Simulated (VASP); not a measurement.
Here is a VASP 6.6.1 calculation.

The input POSCAR:

```
InP
1.0
    0.0000000000      2.9059362773      2.9537876370
    2.9059362773      0.0000000000      2.9537876370
    2.9059362773      2.9059362773      0.0000000000
In P
1 1
Direct
    0.0000000000      0.0000000000      0.0000000000
    0.2500000000      0.2500000000      0.2500000000
```

Contents of INCAR.step1:

```
ALGO     = Normal         # electronic algorithm
EDIFF    = 1E-5           # SCF threshold, eV
ENCUT    = 520            # plane-wave cutoff, eV
GGA      = PE             # functional
ISIF     = 2              # what is computed and relaxed
ISMEAR   = 0              # smearing method
KPAR     = 4            
LASPH    = True           # aspherical terms in the spheres
LCHARG   = False          # write CHGCAR
LREAL    = False          # projectors in reciprocal space
LWAVE    = True           # write WAVECAR
NBANDS   = 16             # bands
NELM     = 100            # most SCF steps
PREC     = Accurate       # precision mode
SIGMA    = 0.01           # smearing width, eV
```

INCAR.step2

```
ALGO     = Normal         # electronic algorithm
EDIFF    = 1E-7           # SCF threshold, eV
ENCUT    = 520            # plane-wave cutoff, eV
GGA      = PE             # functional
HFSCREEN = 0.2079         # screening, 1/A
ISIF     = 2              # what is computed and relaxed
ISMEAR   = 0              # smearing method
ISTART   = 1            
KPAR     = 4            
LASPH    = True           # aspherical terms in the spheres
LCHARG   = False          # write CHGCAR
LHFCALC  = True           # exact exchange
LREAL    = False          # projectors in reciprocal space
LWAVE    = False          # write WAVECAR
NBANDS   = 16             # bands
NELM     = 100            # most SCF steps
PREC     = Accurate       # precision mode
PRECFOCK = Normal       
SIGMA    = 0.01           # smearing width, eV
```

File KPOINTS:

```
k-points
0
Gamma
  6 6 6
```

Potentials or basis: VASP PAW PBE potentials, release 64 (In_d, P).

Command:

```sh
$ cat potpaw_PBE.64/In_d/POTCAR potpaw_PBE.64/P/POTCAR > POTCAR
$ cp INCAR.step1 INCAR
$ mpirun -np 4 vasp_std > vasp.out
$ cp INCAR.step2 INCAR
$ mpirun -np 4 vasp_std > vasp.out
```

(1) Estimate the band gap on the k mesh.

(2) What does it give for the pressure?

## Answers

(1) 1.52 eV.

(2) 2.0 GPa.

Caveat: the cell differs from its parent crystal (biaxial xy strain -1.6%); the PAW data sets were made with another functional, which shifts forces and pressure a little; spin-orbit coupling is left out, which moves the levels of the heavy elements.
